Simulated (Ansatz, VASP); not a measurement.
# Two plane-wave programs on MnO

```
CELL_PARAMETERS angstrom
0.00000 2.22391 2.22391
2.22391 0.00000 2.22391
2.22391 2.22391 0.00000
ATOMIC_POSITIONS crystal
Mn 0.00000 0.00000 0.00000
O 0.50000 0.50000 0.50000
```

Alike in both runs: task single point; functional PBE; k mesh 10 × 10 × 10; occupations gaussian, width 0.023 eV; collinear spin.

|  | VASP | Ansatz |
| --- | --- | --- |
| version | VASP 6.6.1 | Ansatz 0.2.0 |
| potentials or method | VASP PAW PBE potentials, release 64 (Mn_pv, O) | Ansatz PAW |
| plane-wave cutoff (eV) | 520 | 420 |
| valence electrons in the cell | 19 | 21 |

|  | VASP | Ansatz | Ansatz less VASP |
| --- | --- | --- | --- |
| gap on the k mesh at the Fermi level (eV) | none | none | - |
| pressure (GPa) | 0.4 | 0.2 | -0.14 |
| net moment per atom (μB) | 2.40 | 2.40 | 0.000 |
| size of the moment on the site where the two differ most (μB) | 4.36 | 4.07 | -0.285 |

Site moments also hang on the region over which each program counts them. A gap of «none» marks a metal or a gap that the smearing closes. VASP's potentials hold 19 valence electrons a cell and Ansatz's 21, so a difference there can come from the potentials and not from the codes.
